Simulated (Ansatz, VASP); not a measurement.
One calculation of Cu, two programs

```
CELL_PARAMETERS angstrom
0.00000 1.81452 1.81452
1.81452 0.00000 1.81452
1.81452 1.81452 0.00000
ATOMIC_POSITIONS crystal
Cu 0.00000 0.00000 0.00000
```

Alike in both runs: functional PBE; k mesh 12 × 12 × 12; occupations gaussian, width 0.1 eV; no spin polarisation.

Ansatz relaxed the structure, and its values are those at the end. VASP's run is a single point on that final structure, the one shown.

|  | VASP | Ansatz |
| --- | --- | --- |
| version | VASP 6.6.1 | Ansatz 0.2.0 |
| potentials or method | VASP PAW PBE potentials, release 64 (Cu) | scalar-relativistic, plane waves, PAW |
| plane-wave cutoff (eV) | 520 | 420 |
| valence electrons in the cell | 11 | 19 |

Ansatz gave:

| Property | Result |
| --- | --- |
| gap on the k mesh at the Fermi level (eV) | none |
| pressure (GPa) | 0.0 |

Task: Estimate VASP's values.

Result: gap on the k mesh at the Fermi level (eV): none; pressure (GPa): 0.5.

A gap of «none» marks a metal or a gap that the smearing closes. With one functional, cell and mesh, what is left measures potentials, basis and numerics. VASP's potentials hold 11 valence electrons a cell and Ansatz's 19, so a difference there can come from the potentials and not from the codes.
